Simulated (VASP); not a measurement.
KCl, 2 atoms in the cell. Symmetry: R-3m, No. 166, trigonal system. The conventional cell has a = 4.447 Å, b = 4.447 Å, c = 10.555 Å, α = 90.00°, β = 90.00°, γ = 120.00°. Within 4.1 Å of K (site symmetry -3m) lie 6 Cl at 3.11 Å. Cl (site symmetry -3m) has 6 K at 3.11 Å within 4.1 Å.  This cell differs from its parent crystal: strain along [111] -3.1%.

```yaml
Program: VASP 6.6.1
Task: single point
Functional: r2SCAN
Potentials_or_basis: VASP PAW PBE potentials, release 64 (K_sv, Cl)
Cutoff: 520 eV
k_mesh: 8 × 8 × 8
Occupations: gaussian, width 0.01 eV
Spin: no spin polarisation
Dipole_correction: no
Further_INCAR_settings: ALGO = Normal; EDIFF = 1e-06; NBANDS = 15
```

Potentials or basis: VASP PAW PBE potentials, release 64 (K_sv, Cl).

Run with:

```sh
$ cat potpaw_PBE.64/K_sv/POTCAR potpaw_PBE.64/Cl/POTCAR > POTCAR
$ cp INCAR.step1 INCAR
$ mpirun -np 1 vasp_std > vasp.out
$ cp INCAR.step2 INCAR
$ mpirun -np 1 vasp_std > vasp.out
```

Hardware: 1 thread of AMD EPYC 9R45 96-Core Processor (Zen 5) (shared host).

Question: How long does it take, and how much memory?

Answer: Wall time 120 s on 1 thread of AMD EPYC 9R45 96-Core Processor (Zen 5), with other jobs on the host, peak memory 0.19 GiB. Counts: k points 65.
